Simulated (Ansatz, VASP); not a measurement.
**Ti2C5 in VASP and in Ansatz**

File INCAR:

```
SYSTEM = Ti2C5
PREC = Accurate
ENCUT = 600
EDIFF = 1E-7
ISMEAR = 0
SIGMA = 0.1
LREAL = .False.
LASPH = .True.
NELM = 120
ALGO = Normal
ISIF = 3
LWAVE = .False.
LCHARG = .False.
GGA = PE
IBRION = 2
NSW = 100
EDIFFG = -0.01
GGA_COMPAT = .False.
NELMIN = 4
```

Contents of KPOINTS:

```
Automatic mesh
0
Gamma
  12 12 4
  0 0 0
```

POSCAR

```
Ti2C5
1.0
    2.6957913842      0.0000000000      0.0000000000
   -1.3478956921      2.3346238221      0.0000000000
    0.0000000000      0.0000000000     10.4770328840
Ti C
2 5
Direct
    0.3333333333      0.6666666667      0.1235896397
    0.6666666667      0.3333333333      0.8764103603
    0.0000000000      0.0000000000      0.3089095338
    0.6666666667      0.3333333333      0.3066421456
    0.0000000000      0.0000000000      0.6910904662
    0.3333333333      0.6666666667      0.6933578544
    0.0000000000      0.0000000000      0.0000000000
```

Input for Ansatz:

```yaml
crystal:
  lattice:
    - [2.6957913842, 0.0, 0.0]
    - [-1.3478956921, 2.3346238221, 0.0]
    - [0.0, 0.0, 10.477032884]
  atoms:
    - { symbol: Ti, position: [0.3333333333, 0.6666666667, 0.1235896397] }
    - { symbol: Ti, position: [0.6666666667, 0.3333333333, 0.8764103603] }
    - { symbol: C, position: [0.0, 0.0, 0.3089095338] }
    - { symbol: C, position: [0.6666666667, 0.3333333333, 0.3066421456] }
    - { symbol: C, position: [0.0, 0.0, 0.6910904662] }
    - { symbol: C, position: [0.3333333333, 0.6666666667, 0.6933578544] }
    - { symbol: C, position: [0.0, 0.0, 0.0] }
basis:
  ecutwfc: 420
kpoints:
  mp_grid: { grid: [12, 12, 4] }
hamiltonian:
  xc: pbe
scf:
  occupations: { method: gaussian, width: 0.1 }
output:
  forces: true
  stress: true
  eigenvalues: true
relax:
  adjacent_minimum: "off"
  f_tol: 0.01
  max_steps: 80
  cell: { stress_tol: 0.05 }
```

Alike in both runs: task relaxation of cell and atoms; functional PBE; k mesh 12 × 12 × 4; occupations gaussian, width 0.1 eV; no spin polarisation.

```csv
,VASP,Ansatz
version,VASP 6.6.1,Ansatz 0.2.0
potentials or method,"VASP PAW PBE potentials, release 64 (Ti_sv, C), cutoff 600 eV","scalar-relativistic, plane waves, PAW"
valence electrons in the cell,44,44
```

```tsv
	VASP	Ansatz	Ansatz less VASP
gap on the k mesh at the Fermi level, each at its own relaxed structure (eV)	none	none	-
relaxed volume (Å³/atom)	9.40	9.57	+0.172
relaxed cell length with the largest relative difference (Å)	10.442	10.631	+0.1887
```

A gap of «none» marks a metal or a gap that the smearing closes.
